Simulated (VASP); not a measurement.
# Mg2Sb3 (P-3m1) in VASP: single point with LDA

Aim: the single point of Mg2Sb3 with LDA.

Program: VASP 6.6.1. These are calculated values, not measurements. Logs are shortened: lines on timing, memory, paths and dates and some standing lists are left out, and cuts for length are marked.

## Step 1: The cell of the first run

The structure is trigonal, space group P-3m1 (No. 164). The conventional cell has a = 4.695 Å, b = 4.695 Å, c = 7.490 Å, α = 90.00°, β = 90.00°, γ = 120.00°. Mg (site symmetry 3m) has 7 Sb at 2.98 to 3.32 Å and 3 Mg at 3.67 Å within 3.9 Å. Sb (site symmetry 3m) has 3 Sb at 2.97 Å and 4 Mg at 3.11 to 3.32 Å within 3.9 Å. Sb (site symmetry -3m) has 6 Mg at 2.98 Å within 3.9 Å.

## Step 2: Single point, LDA

Input file INCAR:

```
PREC = Accurate
ENCUT = 520
EDIFF = 1E-6
ISMEAR = -1
SIGMA = 0.05
LREAL = False
LASPH = True
NELM = 80
ALGO = Normal
ISIF = 2
LWAVE = False
LCHARG = False
NBANDS = 18
```

Input file KPOINTS:

```
regular mesh
0
Gamma
  6 6 3
```

Input file POSCAR:

```
Mg2Sb3
1.0
    4.6953600000      0.0000000000      0.0000000000
   -2.3476800000      4.0663000000      0.0000000000
    0.0000000000      0.0000000000      7.4903300000
Mg Sb
2 3
Direct
    0.3333333333      0.6666666667      0.1648300000
    0.6666666667      0.3333333333      0.8351700000
    0.3333333333      0.6666666667      0.5802700000
    0.6666666667      0.3333333333      0.4197300000
    0.0000000000      0.0000000000      0.0000000000
```

Potentials or basis: VASP PAW LDA potentials, release 64 (Mg, Sb).

The run is started by

```sh
> cat potpaw_LDA.64/Mg/POTCAR potpaw_LDA.64/Sb/POTCAR > POTCAR
> mpirun -np 1 vasp_std > vasp.out
```

OUTCAR:

```text
PREC = Accurate
   ENCUT = 520
   EDIFF = 1E-6
   ISMEAR = -1
   LREAL = False
   LASPH = True
   NELM = 80
   ISIF = 2

 ion  position               nearest neighbor table
   1  0.333  0.667  0.165-   5 2.98   5 2.98   5 2.98   3 3.11   4 3.32   4 3.32   4 3.32
   2  0.667  0.333  0.835-   5 2.98   5 2.98   5 2.98   4 3.11   3 3.32   3 3.32   3 3.32
   3  0.333  0.667  0.580-   4 2.97   4 2.97   4 2.97   1 3.11   2 3.32   2 3.32   2 3.32
   4  0.667  0.333  0.420-   3 2.97   3 2.97   3 2.97   2 3.11   1 3.32   1 3.32   1 3.32
   5  0.000  0.000  0.000-   1 2.98   2 2.98   2 2.98   1 2.98   2 2.98   1 2.98

  LATTYP: Found a hexagonal cell.
 ALAT       =     4.6953600000
 C/A-ratio  =     1.5952621311

  Lattice vectors:

 A1 = (   4.6953600000,   0.0000000000,   0.0000000000)
 A2 = (  -2.3476800000,   4.0663000000,   0.0000000000)
 A3 = (   0.0000000000,   0.0000000000,   7.4903300000)

Analysis of symmetry for initial positions (statically):
=====================================================================
 Subroutine PRICEL returns:
 Original cell was already a primitive cell.

 Routine SETGRP: Setting up the symmetry group for a
 hexagonal supercell.

 Subroutine GETGRP returns: Found 12 space group operations
 (whereof 12 operations were pure point group operations)
 out of a pool of 24 trial point group operations.

The static configuration has the point symmetry D_3d.

Analysis of symmetry for dynamics (positions and initial velocities):
=====================================================================
 Subroutine PRICEL returns:
 Original cell was already a primitive cell.

 Routine SETGRP: Setting up the symmetry group for a
 hexagonal supercell.

 Subroutine GETGRP returns: Found 12 space group operations
 (whereof 12 operations were pure point group operations)
 out of a pool of 24 trial point group operations.

The dynamic configuration has the point symmetry D_3d.

 Subroutine INISYM returns: Found 12 space group operations
 (whereof 12 operations are pure point group operations),
 and found     1 'primitive' translations

----------------------------------------------------------------------------------------

                                     Primitive cell

  volume of cell :     143.0109

  direct lattice vectors                    reciprocal lattice vectors
     4.695360000  0.000000000  0.000000000     0.212976215  0.122961906  0.000000000
    -2.347680000  4.066300000  0.000000000     0.000000000  0.245923813  0.000000000
     0.000000000  0.000000000  7.490330000     0.000000000  0.000000000  0.133505466

  length of vectors
     4.695360000  4.695359099  7.490330000     0.245923766  0.245923813  0.133505466

  position of ions in fractional coordinates (direct lattice)
     0.333333333  0.666666667  0.164830000
     0.666666667  0.333333333  0.835170000
     0.333333333  0.666666667  0.580270000
     0.666666667  0.333333333  0.419730000
     0.000000000  0.000000000  0.000000000

  ion indices of the primitive-cell ions
   primitive index   ion index
                 1           1
                 2           2
                 3           3
                 4           4
                 5           5

----------------------------------------------------------------------------------------

 KPOINTS: regular mesh

Automatic generation of k-mesh.
 Grid dimensions read from file:
 generate k-points for:    6    6    3

 Generating k-lattice:

  Cartesian coordinates                     Fractional coordinates (reciprocal lattice)
     0.035496036  0.020493651  0.000000000     0.166666667  0.000000000  0.000000000
     0.000000000  0.040987302  0.000000000     0.000000000  0.166666667  0.000000000
     0.000000000  0.000000000  0.044501822     0.000000000  0.000000000  0.333333333

  Length of vectors
     0.040987294  0.040987302  0.044501822

  Shift w.r.t. Gamma in fractional coordinates (k-lattice)
     0.000000000  0.000000000  0.000000000

 Subroutine IBZKPT returns following result:
 ===========================================

 Found     17 irreducible k-points:

 Following reciprocal coordinates:
            Coordinates               Weight
  0.000000  0.000000  0.000000      1.000000
  0.166667  0.000000  0.000000      6.000000
  0.333333  0.000000  0.000000      6.000000
  0.500000  0.000000  0.000000      3.000000
  0.166667  0.166667  0.000000      6.000000
  0.333333  0.166667  0.000000     12.000000
[... 9 lines left out ...]
 -0.166667  0.500000  0.333333     12.000000
  0.333333  0.333333  0.333333      4.000000
   k-points           NKPTS =     17   k-points in BZ     NKDIM =     17   number of bands    NBANDS=     18
   number of dos      NEDOS =    301   number of ions     NIONS =      5
   total plane-waves  NPLWV =  72576
   dimension x,y,z NGX =    36 NGY =   36 NGZ =   56
   dimension x,y,z NGXF=    72 NGYF=   72 NGZF=  112
   ions per type =               2   3
   NGX,Y,Z   is equivalent  to a cutoff of  12.75, 12.75, 12.43 a.u.
   NGXF,Y,Z  is equivalent  to a cutoff of  25.49, 25.49, 24.86 a.u.
 SYSTEM =  unknown system
   PREC   = accura    normal or accurate (medium, high low for compatibility)
   ISTART =      0    job   : 0-new  1-cont  2-samecut
   ICHARG =      2    charge: 1-file 2-atom 10-const
   ISPIN  =      1    spin polarized calculation?
   LNONCOLLINEAR =      F non collinear calculations
   LSORBIT =      F    spin-orbit coupling
   LASPH  =      T    aspherical Exc in radial PAW
   ENCUT  =  520.0 eV  38.22 Ry    6.18 a.u.   8.73  8.73 13.93*2*pi/ulx,y,z
   NELM   =     80;   NELMIN=  2; NELMDL= -5     # of ELM steps
   EDIFF  = 0.1E-05   stopping-criterion for ELM
   LREAL  =      F    real-space projection
   EDIFFG = 0.1E-04   stopping-criterion for IOM
   NSW    =      0    number of steps for IOM
   IBRION =     -1    ionic relax: 0-MD 1-quasi-New 2-CG
   NFREE  =      0    steps in history (QN), initial steepest desc. (CG)
   ISIF   =      2    stress and relaxation
   ISYM   =      2    0-nonsym 1-usesym 2-fastsym
   POTIM  = 0.5000    time-step for ionic-motion
   TEBEG  =    0.0;   TEEND  =   0.0 temperature during run
   PSTRESS=    0.0 pullay stress
   NELECT =      19.0000    total number of electrons
   NUPDOWN=      -1.0000    fix difference up-down
   EMIN   =  10.00;   EMAX   =-10.00  energy-range for DOS
   EFERMI =   0.00;   METHOD = LEGACY
   ISMEAR =    -1;   SIGMA  =   0.05  broadening in eV -4-tet -1-fermi 0-gaus
   EFERMI_NEDOS =   21; number of points for ismear=-14 and -15
   IALGO  =     38    algorithm
   IMIX   =      4    mixing-type and parameters
     AMIX     =   0.40;   BMIX     =  1.00
     AMIX_MAG =   1.60;   BMIX_MAG =  1.00
  volume/ion in A,a.u.               =      28.60       193.02
  Fermi-wavevector in a.u.,A,eV,Ry     =   0.835352  1.578587  9.494326  0.697813
  Thomas-Fermi vector in A             =   1.948896
   LORBIT       =      0    0 simple, 1 ext, 2 COOP (PROOUT), +10 PAW based schemes
   GGA     = CA    functional components
   LHFCALC =     F    Hartree Fock is set to
   AEXX    =    0.0000 exact exchange contribution
   IVDW    =     0    specifies the selected vdW correction
   LEPSILON=     F    determine dielectric tensor
   LRPA    =     F    only Hartree local field effects (RPA)
 non-spin polarized calculation
  energy-cutoff  :      520.00
  volume of cell :      143.01
 maximum number of plane-waves:      3864
 NGX is ok and might be reduce to    36
   NGX = 17   NGY = 17   NGZ = 27

 number of electron      19.0000001 magnetization

 Free energy of the ion-electron system (eV)
  ---------------------------------------------------
  ext. energy  EPLUGINS =         0.00000000
  ---------------------------------------------------
  free energy    TOTEN  =       -18.61902520 eV

  energy without entropy =      -18.60426375  energy(sigma->0) =      -18.61164447

 E-fermi :   5.1537     XC(G=0):  -9.1283

 val. band max:        5.0564168682   @ k =   0.1667   0.1667   0.3333
 cond. band min:       5.1919213058   @ k =   0.1667   0.1667   0.0000
 fundamental gap:      0.1355044375
 Fermi energy:         5.1536966271

 k-point     1 :       0.0000    0.0000    0.0000
  band No.  band energies     occupation
      1      -6.7385      2.00000
      2      -4.3715      2.00000
      3      -2.1884      2.00000
      4       1.5331      2.00000
      5       2.5737      2.00000
      6       2.5737      2.00000
[... 10 lines left out ...]
     17       9.0540      0.00000
     18       9.0540      0.00000

 k-point     2 :       0.1667    0.0000    0.0000
  band No.  band energies     occupation
      1      -6.5267      2.00000
      2      -4.2381      2.00000
      3      -2.3828      2.00000
      4       0.5725      2.00000
      5       2.1884      2.00000
      6       2.5914      2.00000
[... 10 lines left out ...]
     17       9.0652      0.00000
     18       9.4085      0.00000

 k-point     3 :       0.3333    0.0000    0.0000
  band No.  band energies     occupation
      1      -5.9315      2.00000
      2      -3.9668      2.00000
      3      -3.1855      2.00000
      4       0.3715      2.00000
      5       1.2902      2.00000
      6       1.6675      2.00000
[... 10 lines left out ...]
     17      10.1912      0.00000
     18      10.9625      0.00000

 k-point     4 :       0.5000    0.0000    0.0000
  band No.  band energies     occupation
      1      -5.3582      2.00000
      2      -4.1936      2.00000
      3      -3.5404      2.00000
      4       0.7078      2.00000
      5       0.8856      2.00000
      6       1.4659      2.00000
[... 228 lines left out ...]
      4       0.2476      2.00000
      5       0.8631      2.00000
      6       1.7069      2.00000
[... 10 lines left out ...]
     17      10.4452      0.00000
     18      11.0714      0.00000

 k-point    16 :      -0.1667    0.5000    0.3333
  band No.  band energies     occupation
      1      -5.3802      2.00000
      2      -4.0244      2.00000
      3      -3.6735      2.00000
      4       0.1231      2.00000
      5       0.9562      2.00000
      6       1.6867      2.00000
[... 10 lines left out ...]
     17      10.6308      0.00000
     18      11.3919      0.00000

 k-point    17 :       0.3333    0.3333    0.3333
  band No.  band energies     occupation
      1      -4.6530      2.00000
      2      -4.6530      2.00000
      3      -3.7213      2.00000
      4       0.4428      2.00000
      5       0.6498      2.00000
      6       0.6498      2.00000
[... 10 lines left out ...]
     17       9.6664      0.00000
     18      10.6115      0.00000

------------------------ aborting loop because EDIFF is reached ----------------------------------------

  FORCE on cell =-STRESS in cart. coord.  units (eV):
  Direction    XX          YY          ZZ          XY          YZ          ZX
  --------------------------------------------------------------------------------------
  -------------------------------------------------------------------------------------
  Total       -2.2808309     -2.2808297     -2.9454950     -0.0000000      0.0000000      0.0000000
  in kB      -25.5525593    -25.5525462    -32.9989110     -0.0000000      0.0000000      0.0000000
  external PRESSURE =     -28.0346722 kB  Pullay stress =       0.0000000 kB

 VOLUME and BASIS-vectors are now :
 -----------------------------------------------------------------------------
  energy-cutoff  :      520.00
  volume of cell :      143.01
      direct lattice vectors                 reciprocal lattice vectors
     4.695360000  0.000000000  0.000000000     0.212976215  0.122961906  0.000000000
    -2.347680000  4.066300000  0.000000000     0.000000000  0.245923813  0.000000000
     0.000000000  0.000000000  7.490330000     0.000000000  0.000000000  0.133505466

 POSITION                                       TOTAL-FORCE (eV/Angst)
 -----------------------------------------------------------------------------------
     -0.00000      2.71087      1.23463        -0.000000      0.000000     -0.042121
      2.34768      1.35543      6.25570         0.000000     -0.000000      0.042121
     -0.00000      2.71087      4.34641        -0.000000     -0.000000     -0.077370
      2.34768      1.35543      3.14392         0.000000      0.000000      0.077370
      0.00000      0.00000      0.00000        -0.000000     -0.000000      0.000000
 -----------------------------------------------------------------------------------
    total drift:                               -0.000000      0.000000      0.000000

  FREE ENERGIE OF THE ION-ELECTRON SYSTEM (eV)
  ---------------------------------------------------
  free  energy   TOTEN  =       -18.6190251961 eV

  energy  without entropy=      -18.6042637484  energy(sigma->0) =      -18.61164447
```

Run time: 43 s. Hardware: 1 thread of AMD EPYC 9R45 (Zen 5), shared host; peak memory 0.18 GiB.

Results:

```
Free energy   : -18.6190 eV
Pressure      : -2.8 GPa
Largest force : 0.077 eV/Å
```

Forces on the atoms (eV/Å):
```
Mg   0.000  0.000 -0.042
Mg   0.000  0.000  0.042
Sb   0.000  0.000 -0.077
Sb   0.000  0.000  0.077
Sb   0.000  0.000  0.000
```

Levels at points of the mesh, in eV from the Fermi level:
```
           k point  band 6  band 7  band 8  band 9  band 10  band 11  band 12  band 13  band 14  band 15
(0.00, 0.00, 0.00)   -2.58   -1.05   -1.05   -0.92    -0.19     0.84     0.84     1.43     2.91     2.91
(0.50, 0.00, 0.00)   -3.69   -3.40   -1.60   -0.97    -0.59     0.23     1.18     2.80     4.16     4.17
```

Caveat: spin-orbit coupling is left out, which moves the levels of the heavy elements.
